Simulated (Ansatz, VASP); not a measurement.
**Two plane-wave programs on SnSe2**

```
Sn Se
1.0
     3.83905    0.00000    0.00000
    -1.91952    3.32471    0.00000
     0.00000    0.00000    6.01163
Sn Se
1 2
Direct
  0.00000 0.00000 0.00000
  0.33333 0.66667 0.26515
  0.66667 0.33333 0.73485
```

Alike in both runs: functional PBE; dispersion D3(BJ); k mesh 12 × 12 × 6; occupations gaussian, width 0.02 eV; no spin polarisation.

Ansatz relaxed the structure, and its values are those at the end. VASP's run is a single point on that final structure, the one shown.

```csv
,VASP,Ansatz
version,VASP 6.6.1,Ansatz 0.2.0
potentials or method,"VASP PAW PBE potentials, release 64 (Sn_d, Se), cutoff 520 eV","scalar-relativistic, plane waves, PAW"
valence electrons in the cell,26,46
```

Ansatz gave:

- gap on the k mesh at the Fermi level (eV): 0.35
- least direct gap on the mesh (eV): 0.83
- pressure (GPa): 0.0
- rms of the force components (eV/Å): 0.000

Problem. Which values does VASP return?

Solution. gap on the k mesh at the Fermi level (eV): 0.35; least direct gap on the mesh (eV): 0.82; pressure (GPa): 0.1; rms of the force components (eV/Å): 0.006.

VASP's potentials hold 26 valence electrons a cell and Ansatz's 46, so a difference there can come from the potentials and not from the codes.
